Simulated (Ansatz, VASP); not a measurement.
One calculation of Si, two programs

File INCAR:

```
SYSTEM = Si
PREC = Accurate
ENCUT = 520
EDIFF = 1E-7
ISMEAR = -1
SIGMA = 0.02
LREAL = .False.
LASPH = .True.
NELM = 80
ALGO = Normal
ISIF = 2
LWAVE = .False.
LCHARG = .False.
LDIPOL = .True.
IDIPOL = 3
DIPOL = 0.5 0.5 0.500
GGA = PS
NBANDS = 21
```

The input KPOINTS:

```
regular mesh
0
Gamma
  7 5 1
  0 0 0
```

Contents of POSCAR:

```
Si
1.0
    3.8424174388      0.0000000000      0.0000000000
    0.0000000000      5.4339988542      0.0000000000
    0.0000000000      0.0000000000     14.6831000000
Si
6
Direct
    0.7500000000      0.1162686434      0.3745811492
    0.2500000000      0.8837313566      0.3745811492
    0.2500000000      0.6227057039      0.5000000039
    0.7500000000      0.3772942961      0.5000000039
    0.7500000000      0.1162686382      0.6254188508
    0.2500000000      0.8837313618      0.6254188508
```

Input for Ansatz:

```yaml
crystal:
  lattice:
    - [3.8424174388, 0.0, 0.0]
    - [0.0, 5.4339988542, 0.0]
    - [0.0, 0.0, 14.6831]
  atoms:
    - { symbol: Si, position: [0.75, 0.1162686434, 0.3745811492] }
    - { symbol: Si, position: [0.25, 0.8837313566, 0.3745811492] }
    - { symbol: Si, position: [0.25, 0.6227057039, 0.5000000039] }
    - { symbol: Si, position: [0.75, 0.3772942961, 0.5000000039] }
    - { symbol: Si, position: [0.75, 0.1162686382, 0.6254188508] }
    - { symbol: Si, position: [0.25, 0.8837313618, 0.6254188508] }
kpoints:
  mp_grid: { grid: [7, 5, 1] }
scf:
  occupations: { method: fermi_dirac, width: 0.02 }
hamiltonian:
  xc: pbesol
  pseudopotentials: { kind: paw }
output:
  forces: true
  stress: true
  eigenvalues: true
efield:
  axis: 3
  amplitude: 0
  dipole_correction: true
```

Alike in both runs: task single point; functional PBEsol; k mesh 7 × 5 × 1; occupations fermi-dirac, width 0.02 eV; no spin polarisation.

```csv
,VASP,Ansatz
version,VASP 6.6.1,Ansatz 0.2.0
potentials or method,"VASP PAW PBE potentials, release 64 (Si)","PAW with Ansatz's default frozen-core files, scalar-relativistic"
plane-wave cutoff (eV),520,420
valence electrons in the cell,24,24
```

Ansatz gave:

| Property | Result |
| --- | --- |
| rms of the force components (eV/Å) | 0.000 |

Q: What did VASP give for the same quantities?

A: rms of the force components (eV/Å): 0.004.

VASP's potentials were made for PBE, not for PBEsol. Atom by atom the forces differ by 0.004 eV/Å (rms over components). Ansatz's warnings: vacuum density over bound.
